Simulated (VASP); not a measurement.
CsAs: single point with LDA

CsAs:

```
Cs As
1.0
     3.47448    0.00000    0.00000
     0.00000    3.47448    0.00000
     0.00000    0.00000    3.47448
Cs As
1 1
Direct
  0.00000 0.00000 0.00000
  0.50000 0.50000 0.50000
```

```json
{"Program": "VASP 6.6.1", "Task": "single point", "Functional": "LDA", "Potentials or basis": "VASP PAW LDA potentials, release 64 (Cs_sv, As_d)", "Cutoff": "510 eV", "k mesh": "6 × 6 × 6", "Occupations": "fermi-dirac, width 0.05 eV", "Spin": "no spin polarisation"}
```

| Quantity | Value |
| --- | --- |
| Pressure | 31.6 GPa |
| Band gap on the k mesh | zero (bands 12 and 13 overlap by 5.40 eV) |

Levels at points of the mesh, in eV from the Fermi level:
```
           k point  band 10  band 11  band 12  band 13  band 14  band 15
(0.00, 0.00, 0.00)    -8.43     0.68     0.68     1.76     1.76     1.76
(0.50, 0.00, 0.00)    -6.34    -3.40    -0.61    -0.61     2.57     5.27
(0.50, 0.50, 0.00)    -7.30     0.02     0.02     0.94     2.86     4.93
(0.50, 0.50, 0.50)    -9.58    -4.42    -4.42    -4.42    11.72    11.72
```

Run time: 7.2 s on 1 thread of AMD EPYC 9R45 96-Core Processor (Zen 5), on a shared host, peak memory 0.12 GiB.

Caveat: the cell stands under pressure; spin-orbit coupling is left out, which moves the levels of the heavy elements.
